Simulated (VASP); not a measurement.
Write the native input for VASP 6.6.1 that does the following.

```yaml
Task: electric field gradients
Functional: PBE
Potentials_or_basis: VASP PAW PBE potentials, release 64 (K_sv, Cl)
Cutoff: 520 eV
k_mesh: 3 × 3 × 3
Occupations: gaussian, width 0.01 eV
Spin: no spin polarisation
Dipole_correction: no
Further_INCAR_settings: LREAL = Auto; ALGO = Normal; EDIFF = 1e-08; NBANDS = 78
```

The structure of KCl lies in POSCAR:

```
KCl
1.0
    7.2680000000      0.0000000000      0.0000000000
    0.0000000000      7.2680000000      0.0000000000
    0.0000000000      0.0000000000      7.2680000000
K Cl
8 8
Direct
    0.0000000000      0.0000000000      0.0000000000
    0.0000000000      0.0000000000      0.5000000000
    0.0000000000      0.5000000000      0.0000000000
    0.0000000000      0.5000000000      0.5000000000
    0.5000000000      0.0000000000      0.0000000000
    0.5000000000      0.0000000000      0.5000000000
    0.5000000000      0.5000000000      0.0000000000
    0.5000000000      0.5000000000      0.5000000000
    0.2500000000      0.2500000000      0.2500000000
    0.2500000000      0.2500000000      0.7500000000
    0.2500000000      0.7500000000      0.2500000000
    0.2500000000      0.7500000000      0.7500000000
    0.7500000000      0.2500000000      0.2500000000
    0.7500000000      0.2500000000      0.7500000000
    0.7500000000      0.7500000000      0.2500000000
    0.7500000000      0.7500000000      0.7500000000
```

The input as run:

INCAR

```
PREC = Accurate
ENCUT = 520
EDIFF = 1E-8
ISMEAR = 0
SIGMA = 0.01
LREAL = Auto
LASPH = True
NELM = 60
ALGO = Normal
ISIF = 2
LWAVE = False
LCHARG = False
GGA = PE
LEFG = True
NBANDS = 78
```

KPOINTS

```
Automatic mesh
0
Gamma
  3 3 3
```

Potentials or basis: VASP PAW PBE potentials, release 64 (K_sv, Cl).

Launch:

```sh
$ cat potpaw_PBE.64/K_sv/POTCAR potpaw_PBE.64/Cl/POTCAR > POTCAR
$ mpirun -np 1 vasp_std > vasp.out
```

Results of the run:

* Pressure: 4.5 GPa
* Band gap on the k mesh: 5.58 eV
* Largest electric field gradient by atom: zero within the noise of the run

Caveat: the cell stands under pressure.

It took 3.2 min on 1 thread of Intel(R) Xeon(R) Platinum 8259CL CPU @ 2.50GHz (Skylake/Cascade Lake) (shared host), peak memory 0.4 GiB.
